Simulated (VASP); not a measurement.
Crystal: TaN.

```xyz
2
Lattice="2.9502 0.0000 0.0000 -1.4751 2.5549 0.0000 0.0000 0.0000 2.8978" Properties=species:S:1:pos:R:3 pbc="T T T"
Ta    0.0000    1.7033    1.4489
N     0.0000    0.0000    0.0000
```

* Program: VASP 6.6.1
* Task: relaxation of cell and atoms
* Functional: LDA
* Potentials or basis: VASP PAW LDA potentials, release 64 (Ta_pv, N)
* Cutoff: 600 eV
* k mesh: 18 × 18 × 14
* Occupations: gaussian, width 0.1 eV
* Spin: no spin polarisation

At the start: pressure -14.3 GPa; volume 10.92 Å³/atom.

Problem. How do energy, volume and symmetry change on relaxing?

Solution. Over 10 steps the energy falls by 20.2 meV/atom and the volume is 10.48 Å³/atom (-4.0 %); space group P-6m2 (No. 187, to 0.1 Å) before and after.

Step by step:
```csv
step,energy change (eV),largest force (eV/Å),pressure (GPa),volume (Å³)
1,0.0000,0.0000,-14.28,21.84
2,0.2542,0.0000,49.62,18.91
3,-0.0404,0.0000,-0.68,21.01
4,-0.0404,0.0000,-0.12,20.98
5,-0.0404,0.0000,0.18,20.96
6,-0.0404,0.0000,-0.42,20.99
7,-0.0405,0.0000,-0.10,20.97
8,-0.0405,0.0000,-0.09,20.97
9,-0.0405,0.0000,0.12,20.96
10,-0.0405,0.0000,0.01,20.97
```

Final structure:
```xyz
2
Lattice="2.9115 0.0000 0.0000 -1.4558 2.5214 0.0000 0.0000 0.0000 2.8563" Properties=species:S:1:pos:R:3 pbc="T T T"
Ta    0.0000    1.6810    1.4281
N     0.0000    0.0000    0.0000
```
